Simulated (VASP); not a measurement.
## Pd3Cl: single point with PBE

Pd3Cl, a slab with vacuum:

```
CELL_PARAMETERS angstrom
2.78759 0.00000 0.00000
-1.39380 2.41413 0.00000
0.00000 0.00000 20.05212
ATOMIC_POSITIONS crystal
Pd 0.66667 0.33333 0.19948
Pd 0.33333 0.66667 0.31299
Pd 0.00000 0.00000 0.42649
Cl 0.33333 0.16667 0.53897
```

```json
{
 "Program": "VASP 6.6.1",
 "Task": "single point",
 "Functional": "PBE",
 "Potentials or basis": "VASP PAW PBE potentials, release 64 (Pd, Cl)",
 "Cutoff": "520 eV",
 "k mesh": "12 × 12 × 1",
 "Occupations": "gaussian, width 0.1 eV",
 "Spin": "no spin polarisation"
}
```

| Property | Result |
| --- | --- |
| Largest force | 0.301 eV/Å |

Forces in eV/Å, atoms in the order of the input:
```
Pd   0.026  0.015  0.013
Pd   0.063  0.037  0.054
Pd   0.171  0.099 -0.061
Cl  -0.260 -0.150 -0.006
```

Levels at points of the mesh, in eV from the Fermi level:
```tsv
k point	band 16	band 17	band 18	band 19	band 20	band 21
(0.00, 0.00, 0.00)	-0.82	-0.82	-0.18	-0.16	0.74	0.93
(0.50, 0.00, 0.00)	-0.06	-0.01	0.12	0.33	2.47	3.68
(0.00, 0.50, 0.00)	-0.02	0.11	0.24	0.33	2.12	3.51
```

Wall time 2.5 min on 1 thread of Intel(R) Xeon(R) 6975P-C (Granite Rapids), on a shared host, peak memory 0.35 GiB.

Caveat: an odd number of electrons without spin polarisation forces a metal; a magnetic or distorted state may lie lower.
